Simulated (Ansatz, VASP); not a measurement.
# Two plane-wave programs on CuO

INCAR

```
PREC = Accurate
ENCUT = 700
EDIFF = 1E-6
ISMEAR = 0
SIGMA = 0.05
LREAL = F
LASPH = T
NELM = 200
ALGO = Normal
ISIF = 2
LWAVE = F
LCHARG = F
ISPIN = 2
MAGMOM = 0.44 0.67
LORBIT = 11
LMAXMIX = 4
LDAU = T
LDAUTYPE = 2
LDAUL = 2 -1
LDAUU = 6 0
LDAUJ = 0 0
LDAUPRINT = 1
NBANDS = 24
GGA_COMPAT = F
```

File KPOINTS:

```
Automatic mesh
0
Gamma
  8 8 7
```

Contents of POSCAR:

```
CuO
1.0
    2.8363251100      0.0000000000      0.0000000000
   -1.4181625500      2.4563296000      0.0000000000
    0.0000000000      0.0000000000      2.7681127800
Cu O
1 1
Direct
    0.0000000000      0.0000000000      0.0000000000
    0.6666666667      0.3333333333      0.5000000000
```

Input for Ansatz:

```yaml
crystal:
  lattice:
    - [2.83632511, 0.0, 0.0]
    - [-1.41816255, 2.4563296, 0.0]
    - [0.0, 0.0, 2.76811278]
  atoms:
    - { symbol: Cu, position: [0.0, 0.0, 0.0], spin: 1.0 }
    - { symbol: O, position: [0.6666666667, 0.3333333333, 0.5] }
basis:
  ecutwfc: 420
  ecutrho_ratio: 4
kpoints:
  mp_grid: { grid: [8, 8, 7] }
hamiltonian:
  xc: lda
  hubbard:
    sites:
      - { site: 0, l: d, u_eff: 6.0, starting_ns: [{ spin: up, occupation_matrix: s0up }, { spin: down, occupation_matrix: s0down }] }
    occupation_matrices:
      s0up:
        matrix:
          - [0.97, 0.0, 0.0, 0.0, 0.0]
          - [0.0, 0.97, 0.0, 0.0, 0.0]
          - [0.0, 0.0, 0.97, 0.0, 0.0]
          - [0.0, 0.0, 0.0, 0.97, 0.0]
          - [0.0, 0.0, 0.0, 0.0, 0.97]
      s0down:
        matrix:
          - [0.02, 0.0, 0.0, 0.0, 0.0]
          - [0.0, 0.97, 0.0, 0.0, 0.0]
          - [0.0, 0.0, 0.97, 0.0, 0.0]
          - [0.0, 0.0, 0.0, 0.97, 0.0]
          - [0.0, 0.0, 0.0, 0.0, 0.97]
    ns_hold: { iters: 5 }
scf:
  occupations: { method: gaussian, width: 0.05 }
  lower_state_search: "off"
  max_iter: 150
output:
  forces: true
  stress: true
  eigenvalues: true
  populations: true
  hubbard: { sites: [{ site: 0, l: d }] }
  write_density: true
  write_potential: true
  elf: true
  volumetric_format: npy
magnetization:
  spin_polarized: true
```

Alike in both runs: task single point; functional LDA; k mesh 8 × 8 × 7; occupations gaussian, width 0.05 eV; collinear spin; Hubbard terms Cu d U = 6.0 eV.

```csv
,VASP,Ansatz
version,VASP 6.6.1,Ansatz 0.2.0
potentials or method,"VASP PAW LDA potentials, release 64 (Cu_sv_GW, O), cutoff 700 eV","scalar-relativistic, plane waves, PAW"
valence electrons in the cell,25,25
```

Ansatz gave:

| Item | Value |
| --- | --- |
| gap on the k mesh at the Fermi level (eV) | none |
| pressure (GPa) | -10.1 |
| traceless stress, the component that is largest in VASP (GPa) | -6.00 |
| net moment per atom (μB) | 0.50 |
| size of the moment on the site where the two differ most (μB) | 0.61 |

Q: What did VASP give for the same quantities?

A: gap on the k mesh at the Fermi level (eV): none; pressure (GPa): -18.1; traceless stress, the component that is largest in VASP (GPa): -8.60; net moment per atom (μB): 0.50; size of the moment on the site where the two differ most (μB): 0.47.

LDA's correlation is that of Perdew and Zunger in VASP and of Perdew and Wang (1992) in Ansatz. Site moments also hang on the region over which each program counts them. The programs project onto different local orbitals, so the same U acts differently, and such runs can settle in different states. A gap of «none» marks a metal or a gap that the smearing closes. Ansatz's warnings: filled band counts differ across k points, specified occupation not kept.
